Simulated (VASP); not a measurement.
# PtS2 in VASP: a series of runs

The runs below take PtS2 through single point, with PBE+D3(BJ).

Everything below comes from runs of VASP 6.6.1. Logs are shortened: lines on timing, memory, paths and dates and some standing lists are left out, and cuts for length are marked.

## 1. The cell of the first run

The cell holds a slab with vacuum, 6 atoms: a = 3.542 Å, b = 3.542 Å, c = 22.467 Å, α = 90.00°, β = 90.00°, γ = 120.00°.

## 2. Single point, PBE+D3(BJ) (layers slid over each other)

The input, INCAR:

```
  ALGO = Normal
  DIPOL = 0.5 0.5 0.396
  EDIFF = 1E-6
  ENCUT = 520
  GGA = PE
  IDIPOL = 3
  ISIF = 2
  ISMEAR = 0
  IVDW = 12
  LASPH = True
  LCHARG = False
  LDIPOL = True
  LREAL = False
  LWAVE = False
  NBANDS = 31
  NELM = 100
  PREC = Accurate
  SIGMA = 0.05
```

The input, KPOINTS:

```
k-points
0
Gamma
  9 9 1
```

The input, POSCAR:

```
PtS2
1.0
    3.5415277692      0.0000000000      0.0000000000
   -1.7707638846      3.0670530163      0.0000000000
    0.0000000000      0.0000000000     22.4670602589
S Pt
4 2
Direct
    0.6666666667      0.3333333333      0.2002932270
    0.3333333333      0.6666666667      0.3108341745
    0.3333333333      1.0000000000      0.4817510615
    0.0000000000      1.3333333333      0.5922920091
    0.0000000000      0.0000000000      0.2555637007
   -0.3333333333      0.6666666667      0.5370215353
```

Potentials or basis: VASP PAW PBE potentials, release 64 (S, Pt).

Run with:

```
> cat potpaw_PBE.64/S/POTCAR potpaw_PBE.64/Pt/POTCAR > POTCAR
> mpirun -np 1 vasp_std > vasp.out
```

OUTCAR:

```text
EDIFF = 1E-6
   ENCUT = 520
   GGA = PE
   ISIF = 2
   ISMEAR = 0
   IVDW = 12
   LASPH = True
   LREAL = False
   NELM = 100
   PREC = Accurate
 IVDW          = 12

 ion  position               nearest neighbor table
   1  0.667  0.333  0.200-   5 2.39   5 2.39   5 2.39
   2  0.333  0.667  0.311-   5 2.39   5 2.39   5 2.39
   3  0.333  0.000  0.482-   6 2.39   6 2.39   6 2.39
   4  0.000  0.333  0.592-   6 2.39   6 2.39   6 2.39
   5  0.000  0.000  0.256-   1 2.39   1 2.39   1 2.39   2 2.39   2 2.39   2 2.39
   6  0.667  0.667  0.537-   4 2.39   3 2.39   3 2.39   4 2.39   3 2.39   4 2.39

  LATTYP: Found a hexagonal cell.
 ALAT       =     3.5415277692
 C/A-ratio  =     6.3438893390

  Lattice vectors:

 A1 = (   3.5415277692,   0.0000000000,   0.0000000000)
 A2 = (  -1.7707638846,   3.0670530163,   0.0000000000)
 A3 = (   0.0000000000,   0.0000000000,  22.4670602589)

Analysis of symmetry for initial positions (statically):
=====================================================================
 Subroutine PRICEL returns:
 Original cell was already a primitive cell.

 Routine SETGRP: Setting up the symmetry group for a
 hexagonal supercell.

 Subroutine GETGRP returns: Found  2 space group operations
 (whereof  1 operations were pure point group operations)
 out of a pool of 24 trial point group operations.

The static configuration has the point symmetry C_1 .
 The point group associated with its full space group is S_2 .

Analysis of symmetry for dynamics (positions and initial velocities):
=====================================================================
 Subroutine PRICEL returns:
 Original cell was already a primitive cell.

 Routine SETGRP: Setting up the symmetry group for a
 hexagonal supercell.

 Subroutine GETGRP returns: Found  2 space group operations
 (whereof  1 operations were pure point group operations)
 out of a pool of 24 trial point group operations.

The dynamic configuration has the point symmetry C_1 .
 The point group associated with its full space group is S_2 .

 Subroutine INISYM returns: Found  2 space group operations
 (whereof  1 operations are pure point group operations),
 and found     1 'primitive' translations

----------------------------------------------------------------------------------------

                                     Primitive cell

  volume of cell :     244.0384

  direct lattice vectors                    reciprocal lattice vectors
     3.541527769  0.000000000  0.000000000     0.282364015  0.163022940  0.000000000
    -1.770763885  3.067053016  0.000000000     0.000000000  0.326045880  0.000000000
     0.000000000  0.000000000 22.467060259     0.000000000  0.000000000  0.044509606

  length of vectors
     3.541527769  3.541527769 22.467060259     0.326045880  0.326045880  0.044509606

  position of ions in fractional coordinates (direct lattice)
     0.666666667  0.333333333  0.200293227
     0.333333333  0.666666667  0.310834175
     0.333333333  0.000000000  0.481751061
     0.000000000  0.333333333  0.592292009
     0.000000000  0.000000000  0.255563701
     0.666666667  0.666666667  0.537021535

  ion indices of the primitive-cell ions
   primitive index   ion index
                 1           1
                 2           2
                 3           3
                 4           4
                 5           5
                 6           6

----------------------------------------------------------------------------------------

 KPOINTS: k-points

Automatic generation of k-mesh.
 Grid dimensions read from file:
 generate k-points for:    9    9    1

 Generating k-lattice:

  Cartesian coordinates                     Fractional coordinates (reciprocal lattice)
     0.031373779  0.018113660  0.000000000     0.111111111  0.000000000  0.000000000
     0.000000000  0.036227320  0.000000000     0.000000000  0.111111111  0.000000000
     0.000000000  0.000000000  0.044509606     0.000000000  0.000000000  1.000000000

  Length of vectors
     0.036227320  0.036227320  0.044509606

  Shift w.r.t. Gamma in fractional coordinates (k-lattice)
     0.000000000  0.000000000  0.000000000

 Subroutine IBZKPT returns following result:
 ===========================================

 Found     41 irreducible k-points:

 Following reciprocal coordinates:
            Coordinates               Weight
  0.000000  0.000000  0.000000      1.000000
  0.111111 -0.000000  0.000000      2.000000
  0.000000  0.111111  0.000000      2.000000
 -0.111111  0.111111  0.000000      2.000000
  0.222222 -0.000000  0.000000      2.000000
  0.000000  0.222222  0.000000      2.000000
[... 16 lines left out ...]
  0.333333  0.111111  0.000000      2.000000
 -0.111111  0.444444  0.000000      2.000000
 [... further k-points ...]
   k-points           NKPTS =     41   k-points in BZ     NKDIM =     41   number of bands    NBANDS=     31
   number of dos      NEDOS =    301   number of ions     NIONS =      6
   total plane-waves  NPLWV = 131712
   dimension x,y,z NGX =    28 NGY =   28 NGZ =  168
   dimension x,y,z NGXF=    56 NGYF=   56 NGZF=  336
   ions per type =               4   2
   NGX,Y,Z   is equivalent  to a cutoff of  13.14, 13.14, 12.43 a.u.
   NGXF,Y,Z  is equivalent  to a cutoff of  26.29, 26.29, 24.86 a.u.
 SYSTEM =  unknown system
   PREC   = accura    normal or accurate (medium, high low for compatibility)
   ISTART =      0    job   : 0-new  1-cont  2-samecut
   ICHARG =      2    charge: 1-file 2-atom 10-const
   ISPIN  =      1    spin polarized calculation?
   LNONCOLLINEAR =      F non collinear calculations
   LSORBIT =      F    spin-orbit coupling
   LASPH  =      T    aspherical Exc in radial PAW
   ENCUT  =  520.0 eV  38.22 Ry    6.18 a.u.   6.58  6.58 41.77*2*pi/ulx,y,z
   NELM   =    100;   NELMIN=  2; NELMDL= -5     # of ELM steps
   EDIFF  = 0.1E-05   stopping-criterion for ELM
   LREAL  =      F    real-space projection
   EDIFFG = 0.1E-04   stopping-criterion for IOM
   NSW    =      0    number of steps for IOM
   IBRION =     -1    ionic relax: 0-MD 1-quasi-New 2-CG
   NFREE  =      0    steps in history (QN), initial steepest desc. (CG)
   ISIF   =      2    stress and relaxation
   ISYM   =      2    0-nonsym 1-usesym 2-fastsym
   POTIM  = 0.5000    time-step for ionic-motion
   TEBEG  =    0.0;   TEEND  =   0.0 temperature during run
   PSTRESS=    0.0 pullay stress
   NELECT =      44.0000    total number of electrons
   NUPDOWN=      -1.0000    fix difference up-down
   EMIN   =  10.00;   EMAX   =-10.00  energy-range for DOS
   EFERMI =   0.00;   METHOD = LEGACY
   ISMEAR =     0;   SIGMA  =   0.05  broadening in eV -4-tet -1-fermi 0-gaus
   EFERMI_NEDOS =   21; number of points for ismear=-14 and -15
   IALGO  =     38    algorithm
   IMIX   =      4    mixing-type and parameters
     AMIX     =   0.40;   BMIX     =  1.00
     AMIX_MAG =   1.60;   BMIX_MAG =  1.00
  volume/ion in A,a.u.               =      40.67       274.48
  Fermi-wavevector in a.u.,A,eV,Ry     =   0.924854  1.747720 11.637800  0.855354
  Thomas-Fermi vector in A             =   2.050645
   LORBIT       =      0    0 simple, 1 ext, 2 COOP (PROOUT), +10 PAW based schemes
   GGA     = PE    functional components
   LHFCALC =     F    Hartree Fock is set to
   AEXX    =    0.0000 exact exchange contribution
   IVDW    =    12    specifies the selected vdW correction
   LEPSILON=     F    determine dielectric tensor
   LRPA    =     F    only Hartree local field effects (RPA)
 non-spin polarized calculation
 Gauss-broadening in eV      SIGMA  =   0.05
  energy-cutoff  :      520.00
  volume of cell :      244.04
 maximum number of plane-waves:      6671
   NGX = 13   NGY = 13   NGZ = 83

 dipolmoment           0.000000      0.000000      0.000001 electrons x Angstroem

 number of electron      44.0000000 magnetization

 dipolmoment           0.000000      0.000000     -0.000002 electrons x Angstroem

 Free energy of the ion-electron system (eV)
  ---------------------------------------------------
  ext. energy  EPLUGINS =         0.00000000
  ---------------------------------------------------
  free energy    TOTEN  =       -30.90768634 eV

  energy without entropy =      -30.90768634  energy(sigma->0) =      -30.90768634

 E-fermi :  -0.4620     XC(G=0):  -5.5023

 val. band max:       -0.7188704023   @ k =  -0.2222   0.1111   0.0000
 cond. band min:       0.8727900792   @ k =   0.2222  -0.0000   0.0000
 fundamental gap:      1.5916604815
 Fermi energy:        -0.4620089126

 k-point     1 :       0.0000    0.0000    0.0000
  band No.  band energies     occupation
      1     -14.8946      2.00000
      2     -14.8766      2.00000
      3     -12.7081      2.00000
      4     -12.6626      2.00000
      5      -6.3881      2.00000
      6      -6.3878      2.00000
[... 23 lines left out ...]
     30       5.3572      0.00000
     31       5.5162      0.00000

 k-point     2 :       0.1111   -0.0000    0.0000
  band No.  band energies     occupation
      1     -14.7404      2.00000
      2     -14.7222      2.00000
      3     -12.7384      2.00000
      4     -12.6964      2.00000
      5      -6.3870      2.00000
      6      -6.3695      2.00000
[... 23 lines left out ...]
     30       5.9763      0.00000
     31       5.9920      0.00000

 k-point     3 :       0.0000    0.1111    0.0000
  band No.  band energies     occupation
      1     -14.7403      2.00000
      2     -14.7223      2.00000
      3     -12.7381      2.00000
      4     -12.6967      2.00000
      5      -6.3865      2.00000
      6      -6.3697      2.00000
[... 703 lines left out ...]
     30       6.8295      0.00000
     31       7.3547      0.00000

 k-point    24 :      -0.1111    0.4444    0.0000
  band No.  band energies     occupation
      1     -13.4158      2.00000
      2     -13.4015      2.00000
      3     -12.9254      2.00000
      4     -12.9106      2.00000
      5      -6.7265      2.00000
      6      -6.7048      2.00000
[... 23 lines left out ...]
     30       6.9423      0.00000
     31       7.3477      0.00000

 [... further k-points ...]

------------------------ aborting loop because EDIFF is reached ----------------------------------------

 vacuum level on the upper side and lower side of the slab       (xc-potential included)        -0.192        -0.192

 Edisp (eV)   -1.83256

 E8    (eV) :    -0.7609

  FORCE on cell =-STRESS in cart. coord.  units (eV):
  Direction    XX          YY          ZZ          XY          YZ          ZX
  --------------------------------------------------------------------------------------
  -------------------------------------------------------------------------------------
  Total      -0.48833    -0.46620    -0.79080    -0.00631     0.03767    -0.02486
  in kB      -3.20604    -3.06073    -5.19180    -0.04143     0.24731    -0.16319
  external pressure =       -3.82 kB  Pullay stress =        0.00 kB

 VOLUME and BASIS-vectors are now :
 -----------------------------------------------------------------------------
  energy-cutoff  :      520.00
  volume of cell :      244.04
      direct lattice vectors                 reciprocal lattice vectors
     3.541527769  0.000000000  0.000000000     0.282364015  0.163022940  0.000000000
    -1.770763885  3.067053016  0.000000000     0.000000000  0.326045880  0.000000000
     0.000000000  0.000000000 22.467060259     0.000000000  0.000000000  0.044509606

 POSITION                                       TOTAL-FORCE (eV/Angst)
 -----------------------------------------------------------------------------------
      1.77076      1.02235      4.50000         0.001513     -0.004759      0.043282
     -0.00000      2.04470      6.98353         0.002686     -0.009735      0.014732
      1.18051      0.00000     10.82353        -0.002686      0.009735     -0.014732
     -0.59025      1.02235     13.30706        -0.001513      0.004759     -0.043282
      0.00000      0.00000      5.74177         0.000113      0.006524      0.048355
      1.18051      2.04470     12.06530        -0.000113     -0.006524     -0.048355
 -----------------------------------------------------------------------------------
    total drift:                                0.000003      0.000003     -0.000053

  FREE ENERGIE OF THE ION-ELECTRON SYSTEM (eV)
  ---------------------------------------------------
  free  energy   TOTEN  =       -32.7402417907 eV

  energy  without entropy=      -32.7402417907  energy(sigma->0) =      -32.74024179

 vacuum level on the upper side and lower side of the slab         5.295         5.295
```

It took 4.9 min on 1 thread of AMD EPYC 7R13 (Zen 3), shared host; peak memory 0.49 GiB.

What came out:

```
Free energy                : -32.7402 eV
Largest force              : 0.049 eV/Å
Band gap on the k mesh     : 1.59 eV (least direct gap 1.68 eV)
Dispersion energy per atom : -0.305 eV
```

Forces on the atoms (eV/Å):
```
S    0.002 -0.005  0.043
S    0.003 -0.010  0.015
S   -0.003  0.010 -0.015
S   -0.002  0.005 -0.043
Pt   0.000  0.007  0.048
Pt   0.000 -0.007 -0.048
```

Caveat: the cell differs from its parent crystal (layers slid over each other); spin-orbit coupling is left out, which moves the levels of the heavy elements.

## 3. Single point, PBE+D3(BJ) (layers slid over each other)

The input, INCAR:

```
SYSTEM = PtS2
  PREC = Accurate
  ENCUT = 520
  EDIFF = 1E-6
  ISMEAR = 0
  SIGMA = 0.05
  LREAL = .FALSE.
  LASPH = .TRUE.
  NELM = 100
  ALGO = Normal
  ISIF = 2
  LWAVE = .FALSE.
  LCHARG = .FALSE.
  LDIPOL = .TRUE.
  IDIPOL = 3
  DIPOL = 0.5 0.5 0.396
  GGA = PE
  IVDW = 12
  NBANDS = 31
```

The input, KPOINTS:

```
Automatic mesh
0
G
  9 9 1
  0 0 0
```

The input, POSCAR:

```
PtS2
1.0
    3.5415277692      0.0000000000      0.0000000000
   -1.7707638846      3.0670530163      0.0000000000
    0.0000000000      0.0000000000     22.4670602589
S Pt
4 2
Direct
    0.6666666667      0.3333333333      0.2002932270
    0.3333333333      0.6666666667      0.3108341745
    0.3333333333      0.8333333333      0.4817510615
    0.0000000000      1.1666666667      0.5922920091
    0.0000000000      0.0000000000      0.2555637007
   -0.3333333333      0.5000000000      0.5370215353
```

Potentials or basis: VASP PAW PBE potentials, release 64 (S, Pt).

Run with:

```
> cat potpaw_PBE.64/S/POTCAR potpaw_PBE.64/Pt/POTCAR > POTCAR
> mpirun -np 1 vasp_std > vasp.out
```

OUTCAR:

```text
SYSTEM = PtS2
   PREC = Accurate
   ENCUT = 520
   EDIFF = 1E-6
   ISMEAR = 0
   LREAL = .FALSE.
   LASPH = .TRUE.
   NELM = 100
   ISIF = 2
   GGA = PE
   IVDW = 12
 IVDW          = 12

 ion  position               nearest neighbor table
   1  0.667  0.333  0.200-   5 2.39   5 2.39   5 2.39
   2  0.333  0.667  0.311-   5 2.39   5 2.39   5 2.39
   3  0.333  0.833  0.482-   6 2.39   6 2.39   6 2.39
   4  0.000  0.167  0.592-   6 2.39   6 2.39   6 2.39
   5  0.000  0.000  0.256-   1 2.39   1 2.39   1 2.39   2 2.39   2 2.39   2 2.39
[... 1034 lines left out ...]
  -------------------------------------------------------------------------------------
  Total      -0.47479    -0.45948    -0.69189    -0.00054     0.04017    -0.02423
  in kB      -3.11714    -3.01663    -4.54246    -0.00353     0.26371    -0.15908
  external pressure =       -3.56 kB  Pullay stress =        0.00 kB

 VOLUME and BASIS-vectors are now :
 -----------------------------------------------------------------------------
  energy-cutoff  :      520.00
  volume of cell :      244.04
      direct lattice vectors                 reciprocal lattice vectors
     3.541527769  0.000000000  0.000000000     0.282364015  0.163022940  0.000000000
    -1.770763885  3.067053016  0.000000000     0.000000000  0.326045880  0.000000000
     0.000000000  0.000000000 22.467060259     0.000000000  0.000000000  0.044509606

 POSITION                                       TOTAL-FORCE (eV/Angst)
 -----------------------------------------------------------------------------------
      1.77076      1.02235      4.50000         0.002123     -0.004496      0.043854
     -0.00000      2.04470      6.98353         0.004311     -0.009469      0.000794
     -0.29513      2.55588     10.82353        -0.004311      0.009469     -0.000794
     -0.29513      0.51118     13.30706        -0.002123      0.004496     -0.043854
      0.00000      0.00000      5.74177        -0.001896      0.005786      0.040554
      1.47564      1.53353     12.06530         0.001896     -0.005786     -0.040554
 -----------------------------------------------------------------------------------
    total drift:                                0.000005      0.000001     -0.000085

  FREE ENERGIE OF THE ION-ELECTRON SYSTEM (eV)
  ---------------------------------------------------
  free  energy   TOTEN  =       -32.7341750236 eV

  energy  without entropy=      -32.7341750236  energy(sigma->0) =      -32.73417502

 vacuum level on the upper side and lower side of the slab         5.269         5.268
```

Wall time 5 min (1 thread of AMD EPYC 7R13 (Zen 3), shared host); peak memory 0.49 GiB.

Results:

| Quantity | Value |
| --- | --- |
| Free energy | -32.7342 eV |
| Largest force | 0.044 eV/Å |
| Band gap on the k mesh | 1.57 eV (least direct gap 1.66 eV) |
| Dispersion energy per atom | -0.305 eV |

Forces in eV/Å, atoms in the order of the input:
```
S    0.002 -0.004  0.044
S    0.004 -0.009  0.001
S   -0.004  0.009 -0.001
S   -0.002  0.004 -0.044
Pt  -0.002  0.006  0.041
Pt   0.002 -0.006 -0.041
```

Caveat: the cell differs from its parent crystal (layers slid over each other); spin-orbit coupling is left out, which moves the levels of the heavy elements.

## 4. Single point, PBE+D3(BJ) (layers slid over each other)

The input, INCAR:

```
PREC = Accurate
ENCUT = 520
EDIFF = 1E-6
ISMEAR = 0
SIGMA = 0.05
LREAL = F
LASPH = T
NELM = 80
ALGO = Normal
ISIF = 2
LWAVE = F
LCHARG = F
LDIPOL = T
IDIPOL = 3
DIPOL = 0.5 0.5 0.396
GGA = PE
IVDW = 12
NBANDS = 31
```

The input, KPOINTS:

```
Automatic mesh
0
Gamma
  9 9 1
```

The input, POSCAR:

```
PtS2
1.0
    3.5415277692      0.0000000000      0.0000000000
   -1.7707638846      3.0670530163      0.0000000000
    0.0000000000      0.0000000000     22.4670602589
S Pt
4 2
Direct
    0.6666666667      0.3333333333      0.2002932270
    0.3333333333      0.6666666667      0.3108341745
    0.5000000000      1.3333333333      0.4817510615
    0.1666666667      1.6666666667      0.5922920091
    0.0000000000      0.0000000000      0.2555637007
   -0.1666666667      1.0000000000      0.5370215353
```

Run with:

```
> cat potpaw_PBE.64/S/POTCAR potpaw_PBE.64/Pt/POTCAR > POTCAR
> mpirun -np 1 vasp_std > vasp.out
```

It took 4.9 min on 1 thread of AMD EPYC 7R13 (Zen 3), shared host; peak memory 0.48 GiB.

Results (log left out):

```yaml
Free_energy: -32.7432 eV
Largest_force: 0.054 eV/Å
Band_gap_on_the_k_mesh: 1.61 eV (least direct gap 1.69 eV)
Dispersion_energy_per_atom: -0.305 eV
```

Forces in eV/Å, atoms in the order of the input:
```
S   -0.003  0.001  0.043
S   -0.007  0.002  0.020
S    0.007 -0.002 -0.020
S    0.003 -0.001 -0.043
Pt   0.005 -0.001  0.054
Pt  -0.005  0.001 -0.054
```

Levels at points of the mesh, in eV from the valence-band top:
```
           k point  band 18  band 19  band 20  band 21  band 22  band 23  band 24  band 25  band 26  band 27
(0.00, 0.00, 0.00)    -0.54    -0.37    -0.36    -0.36    -0.35     3.10     3.12     3.12     3.14     5.32
```

Caveat: the cell differs from its parent crystal (layers slid over each other); spin-orbit coupling is left out, which moves the levels of the heavy elements.

## 5. Overview

| cell | gap on the mesh (eV) | largest force (eV/Å) |
| --- | --- | --- |
| as given, atomic positions A | 1.59 | 0.05 |
| as given, atomic positions B | 1.57 | 0.04 |
| as given, atomic positions C | 1.61 | 0.05 |

Alike in all rows: task single point; level PBE+D3(BJ); potentials or basis VASP PAW PBE potentials, release 64 (S, Pt); no spin polarisation; k mesh 9 × 9 × 1; cutoff (eV) 520; smearing gaussian 0.05 eV.

Caveats: spin-orbit coupling is left out, which moves the levels of the heavy elements.

Total energies depend on the potentials used, so only differences within one code and one set of settings carry meaning.
